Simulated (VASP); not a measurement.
Runs of VASP 6.6.1 on Sn. The structure is that of space group Im-3m (No. 229), or close to it. The cells are those of the table. 

```tsv
task	cell	cutoff (eV)	gap on the mesh (eV)	pressure (GPa)	relaxed volume (Å³/atom)
single point	a = 3.298 Å, angles 109.5°, 1 atom	520	none	(a)	-
relaxation of cell and atoms	relaxed from a = 3.313 Å, angles 109.5°, 1 atom	600	none	0.0	27.59
relaxation of cell and atoms	relaxed from a = 3.298 Å, angles 109.5°, 1 atom	600	none	0.0	27.58
single point	a = 3.290 Å, angles 109.5°, 1 atom	520	none	0.3	-
```

Alike in all rows: level PBE; potentials or basis VASP PAW PBE potentials, release 64 (Sn_d); no spin polarisation; k mesh 15 × 15 × 15; smearing fermi-dirac 0.05 eV.

Problem. Fill in the values left out.

Solution. (a) -0.1.

Caveats: spin-orbit coupling is left out, which moves the levels of the heavy elements.

A k mesh can miss the band edges, and the runs leave out spin-orbit coupling on Sn.

A gap of «none» marks levels without a gap at the run's occupations.
